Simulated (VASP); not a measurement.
A run of VASP 6.6.1:

File INCAR:

```
SYSTEM = TaBi
ALGO = Normal
EDIFF = 1E-6
ENCUT = 520
GGA = PE
ISIF = 2
ISMEAR = 0
LASPH = .TRUE.
LCHARG = .TRUE.
LELF = .TRUE.
LREAL = .FALSE.
LVHAR = .TRUE.
LWAVE = .FALSE.
NBANDS = 20
NELM = 60
PREC = Accurate
SIGMA = 0.05
```

The input KPOINTS:

```
k-points
0
G
  10 10 10
  0 0 0
```

POSCAR

```
TaBi
1.0
    0.0000000000      3.2729936956      3.2729936956
    3.2729936956      0.0000000000      3.2729936956
    3.2729936956      3.2729936956      0.0000000000
Ta Bi
1 1
Direct
    0.0000000000      0.0000000000      0.0000000000
    0.2500000000      0.2500000000      0.2500000000
```

Potentials or basis: VASP PAW PBE potentials, release 64 (Ta_pv, Bi_d).

Command:

```sh
$ cat potpaw_PBE.64/Ta_pv/POTCAR potpaw_PBE.64/Bi_d/POTCAR > POTCAR
$ mpirun -np 1 vasp_std > vasp.out
```

Hardware: 1 thread of Intel Xeon 8259CL, on a shared host.

Q: Estimate the wall time of this run.

A: It took 74 s on 1 thread of Intel Xeon 8259CL, on a shared host, peak memory 0.24 GiB. Counts: scf iterations 13, k points 47.
